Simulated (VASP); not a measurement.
**Ge2As: single point with PBE**

System: Ge2As.

```
As Ge
1.0
     8.29857    0.11811    0.03244
     0.11811    7.75525   -0.10543
     0.03244   -0.10543    7.83453
As Ge
7 14
Direct
  0.61507 0.09416 0.76543
  0.67668 0.18913 0.09936
  0.47319 0.85250 0.83323
  0.82775 0.61055 0.39002
  0.61213 0.61011 0.04421
  0.96261 0.92889 0.37838
  0.22757 0.03339 0.08655
  0.11665 0.51304 0.83560
  0.68195 0.95916 0.42757
  0.37494 0.36223 0.07427
  0.42580 0.54310 0.60853
  0.46719 0.88578 0.20240
  0.88163 0.95247 0.93692
  0.20716 0.19296 0.37902
  0.27812 0.79586 0.43285
  0.92686 0.40302 0.10740
  0.54146 0.26297 0.44631
  0.27265 0.53118 0.24793
  0.70802 0.66378 0.72381
  0.90785 0.17406 0.67115
  0.20908 0.96274 0.69395
```

```yaml
Program: VASP 6.6.1
Task: single point
Functional: PBE
Potentials_or_basis: VASP PAW PBE potentials, release 64 (As, Ge_d)
Cutoff: 410 eV
k_mesh: 1 × 1 × 1, shifted
Occupations: fermi-dirac, width 0.2585 eV
Spin: no spin polarisation
Dipole_correction: no
Further_INCAR_settings: LREAL = Auto; ALGO = Normal; EDIFF = 1e-06; NBANDS = 132; ISYM = -1
```

```
Pressure               : 1.3 GPa
Largest force          : 7.397 eV/Å
Band gap on the k mesh : zero (an odd number of electrons rules out a gap without spin polarisation)
```

Forces on the atoms (eV/Å):
```
As   0.611  1.815 -0.449
As   0.285  0.153 -0.042
As  -1.180 -1.271  0.423
As  -0.037  0.160 -0.222
As   0.083 -0.495  0.009
As   0.983 -0.226  0.072
As  -0.278  0.391 -0.554
Ge   0.220 -0.289  0.014
Ge  -0.647 -0.179  0.455
Ge   3.098 -4.145 -5.286
Ge  -0.454 -0.131  0.132
Ge   0.497 -0.034 -0.271
Ge   0.120 -0.095 -0.099
Ge   0.173  0.407  0.724
Ge  -0.087 -1.104 -0.113
Ge  -0.291  0.327  0.305
Ge  -0.435  0.304  0.107
Ge  -3.471  4.058  4.458
Ge   0.761 -0.443 -0.111
Ge   0.651  0.151 -0.020
Ge  -0.601  0.648  0.467
```

Stress tensor (GPa, compression positive):
```
 0.94 -1.23 -2.74
-1.23  1.46  2.67
-2.74  2.67  1.41
```

Levels at points of the mesh, in eV from the Fermi level:
```csv
k point,band 112,band 113,band 114,band 115,band 116,band 117,band 118,band 119
"(0.25, 0.25, 0.25)",-0.72,-0.48,-0.32,-0.14,0.03,0.19,0.33,0.38
```

It took 2.2 min on 1 thread of Intel(R) Xeon(R) Platinum 8259CL CPU @ 2.50GHz (Skylake/Cascade Lake), on a shared host, peak memory 0.38 GiB.

Caveat: the atoms stand as in a frame of molecular dynamics; so wide a smearing shifts energies and pressures.
